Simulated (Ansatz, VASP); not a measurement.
# Two plane-wave programs on Gd

```xyz
2
Lattice="3.6360 0.0000 0.0000 -1.8180 3.1489 0.0000 0.0000 0.0000 5.7826" Properties=species:S:1:pos:R:3 pbc="T T T"
Gd    0.0000    2.0992    1.4457
Gd    1.8180    1.0496    4.3369
```

Alike in both runs: task single point; functional PBE; k mesh 6 × 6 × 4; occupations gaussian, width 0.1 eV; collinear spin; Hubbard terms Gd f U = 8.0 eV.

|  | VASP | Ansatz |
| --- | --- | --- |
| version | VASP 6.6.1 | Ansatz 0.2.0 |
| potentials or method | VASP PAW PBE potentials, release 64 (Gd), cutoff 520 eV | scalar-relativistic, plane waves, PAW |
| valence electrons in the cell | 36 | 36 |

Ansatz gave:

| Quantity | Value |
| --- | --- |
| gap on the k mesh at the Fermi level (eV) | none |
| pressure (GPa) | 0.8 |
| traceless stress, the component that is largest in VASP (GPa) | 0.45 |
| net moment per atom (μB) | 7.80 |
| size of the moment on the site where the two differ most (μB) | 7.49 |

**Question.** Estimate VASP's values.

**Answer.** gap on the k mesh at the Fermi level (eV): none; pressure (GPa): 1.0; traceless stress, the component that is largest in VASP (GPa): 0.40; net moment per atom (μB): 7.80; size of the moment on the site where the two differ most (μB): 7.12.

Site moments also hang on the region over which each program counts them. The programs project onto different local orbitals, so the same U acts differently, and such runs can settle in different states. A gap of «none» marks a metal or a gap that the smearing closes. Ansatz's warnings: filled band counts differ across k points.

Spin-orbit coupling is off throughout.
